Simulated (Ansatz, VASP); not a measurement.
## SrTiO3 in VASP and in Ansatz

```xyz
5
Lattice="3.9069 0.0000 0.0000 0.0000 3.9069 0.0000 0.0000 0.0000 3.9069" Properties=species:S:1:pos:R:3 pbc="T T T"
Sr    0.0000    0.0000    0.0000
Ti    1.9534    1.9534    1.9534
O     1.9534    1.9534    0.0000
O     1.9534    0.0000    1.9534
O     0.0000    1.9534    1.9534
```

Alike in both runs: task single point; functional r2SCAN; k mesh 6 × 6 × 6; no spin polarisation.

|  | VASP | Ansatz |
| --- | --- | --- |
| version | VASP 6.6.1 | Ansatz 0.2.0 |
| potentials or method | VASP PAW PBE potentials, release 64 (Sr_sv, Ti_sv, O) | plane waves, PAW |
| plane-wave cutoff (eV) | 520 | 500 |
| occupations | gaussian, width 0.01 eV | fixed |
| valence electrons in the cell | 40 | 40 |

VASP gave:

| Quantity | Value |
| --- | --- |
| gap on the k mesh at the Fermi level (eV) | 2.27 |
| pressure (GPa) | 0.9 |

**Question.** Which values does Ansatz return?

**Answer.** gap on the k mesh at the Fermi level (eV): 2.26; pressure (GPa): 0.0.

VASP's potentials were made for PBE, not for r2SCAN.
